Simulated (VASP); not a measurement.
Runs of VASP 6.6.1 on Ca2Zn. The structure is that of space group P4_2/mnm (No. 136), or close to it. The cells are those of the table. 

```tsv
cell	gap on the mesh (eV)	pressure (GPa)	largest force (eV/Å)
a = 7.458, b = 7.458, c = 3.948 Å, 6 atoms	none	-2.3	0.05
a = 7.652, b = 7.652, c = 4.051 Å, 6 atoms	none	-3.4	0.09
a = 7.254, b = 7.254, c = 3.840 Å, 6 atoms	none	(a)	-
a = 7.589, b = 7.589, c = 4.017 Å, 6 atoms	none	(b)	0.08
a = 7.392, b = 7.392, c = 3.913 Å, 6 atoms	none	-1.8	0.04
a = 7.323, b = 7.323, c = 3.877 Å, 6 atoms	none	-1.2	0.02
a = 7.524, b = 7.524, c = 3.983 Å, 6 atoms	none	-2.7	0.07
```

Alike in all rows: task single point; level LDA; potentials or basis VASP PAW LDA potentials, release 64 (Ca_sv, Zn); no spin polarisation; k mesh 3 × 3 × 6; cutoff (eV) 520; smearing fermi-dirac 0.05 eV.

Problem. Estimate the missing entries.

Solution. (a) -0.6; (b) -3.1.

Caveats: the cell stands under tension (at least some runs).

A gap of «none» marks levels without a gap at the run's occupations.
